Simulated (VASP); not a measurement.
GaAs: single point with PBEsol

Crystal: GaAs.

```
Ga As
1.0
     3.60640    0.00000    0.00000
    -1.80320    3.12324    0.00000
     0.00000    0.00000    3.57319
Ga As
1 1
Direct
  0.33333 0.66667 0.50000
  0.00000 0.00000 0.00000
```

* Program: VASP 6.6.1
* Task: single point
* Functional: PBEsol
* Potentials or basis: VASP PAW PBE potentials, release 64 (Ga_d, As)
* Cutoff: 520 eV
* k mesh: 9 × 9 × 8
* Occupations: fermi-dirac, width 0.05 eV
* Spin: no spin polarisation
* Dipole correction: no
* Further INCAR settings: ALGO = Normal; EDIFF = 1e-07; NBANDS = 16

The pressure is -3.8 GPa and the band gap on the k mesh is zero (band 9 reaches 6.61 eV, above the bottom of band 10 at 2.62 eV).

Stress tensor (GPa, compression positive):
```
-2.50  0.00  0.00
 0.00 -2.50  0.00
 0.00  0.00 -6.51
```

Levels at points of the mesh, in eV from the Fermi level:
```csv
k point,band 7,band 8,band 9,band 10,band 11,band 12
"(0.00, 0.00, 0.00)",-1.59,-1.46,0.50,0.50,5.20,5.20
"(0.00, 0.00, 0.50)",-8.27,1.68,1.68,4.48,4.98,5.63
```

It took 16 s on 1 thread of Intel(R) Xeon(R) 6975P-C (Granite Rapids) (shared host), peak memory 0.17 GiB.

Caveat: the PAW data sets were made with another functional, which shifts forces and pressure a little.
